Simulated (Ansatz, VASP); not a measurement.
One calculation of FeO, two programs

Contents of INCAR:

```
PREC = Accurate
ENCUT = 600
EDIFF = 1E-7
ISMEAR = -1
SIGMA = 0.05
LREAL = F
LASPH = T
NELM = 200
ALGO = Normal
ISIF = 3
LWAVE = F
LCHARG = F
ISPIN = 2
MAGMOM = 3 0
LORBIT = 11
LMAXMIX = 4
GGA = CA
IBRION = 2
NSW = 60
EDIFFG = -0.01
GGA_COMPAT = F
NELMIN = 4
```

File KPOINTS:

```
regular mesh
0
Gamma
  11 11 11
```

Contents of POSCAR:

```
FeO
1.0
    0.0000000000      2.1554000000      2.1554000000
    2.1554000000      0.0000000000      2.1554000000
    2.1554000000      2.1554000000      0.0000000000
Fe O
1 1
Direct
    0.0000000000      0.0000000000      0.0000000000
    0.5000000000      0.5000000000      0.5000000000
```

The input input.yaml:

```yaml
crystal:
  lattice:
    - [0.0, 2.1554, 2.1554]
    - [2.1554, 0.0, 2.1554]
    - [2.1554, 2.1554, 0.0]
  atoms:
    - { symbol: Fe, position: [0.0, 0.0, 0.0], spin: 3.0 }
    - { symbol: O, position: [0.5, 0.5, 0.5] }
hamiltonian:
  xc: lda
  pseudopotentials: { kind: paw }
magnetization:
  spin_polarized: true
kpoints:
  mp_grid: { grid: [11, 11, 11] }
scf:
  occupations: { method: fermi_dirac, width: 0.05 }
output:
  forces: true
  stress: true
relax:
  f_tol: 0.01
  max_steps: 40
  cell: { stress_tol: 0.05 }
```

Alike in both runs: task relaxation of cell and atoms; functional LDA; k mesh 11 × 11 × 11; occupations fermi-dirac, width 0.05 eV; collinear spin.

|  | VASP | Ansatz |
| --- | --- | --- |
| version | VASP 6.6.1 | Ansatz 0.2.0 |
| potentials or method | VASP PAW LDA potentials, release 64 (Fe_sv, O) | Ansatz PAW |
| plane-wave cutoff (eV) | 600 | 420 |
| valence electrons in the cell | 22 | 22 |

Ansatz gave:

```
net moment per atom (μB)                                      : 1.94
size of the moment on the site where the two differ most (μB) : 3.29
relaxed volume (Å³/atom)                                      : 9.15
relaxed cell length with the largest relative difference (Å)  : 2.958
```

Task: What did VASP give for the same quantities?

Result: net moment per atom (μB): 1.85; size of the moment on the site where the two differ most (μB): 3.22; relaxed volume (Å³/atom): 8.99; relaxed cell length with the largest relative difference (Å): 2.940.

LDA's correlation is that of Perdew and Zunger in VASP and of Perdew and Wang (1992) in Ansatz. Site moments also hang on the region over which each program counts them.

Noted on Ansatz's run: the plane-wave basis is chosen anew once the cell has moved, so the energies of steps on either side of that aren't comparable.
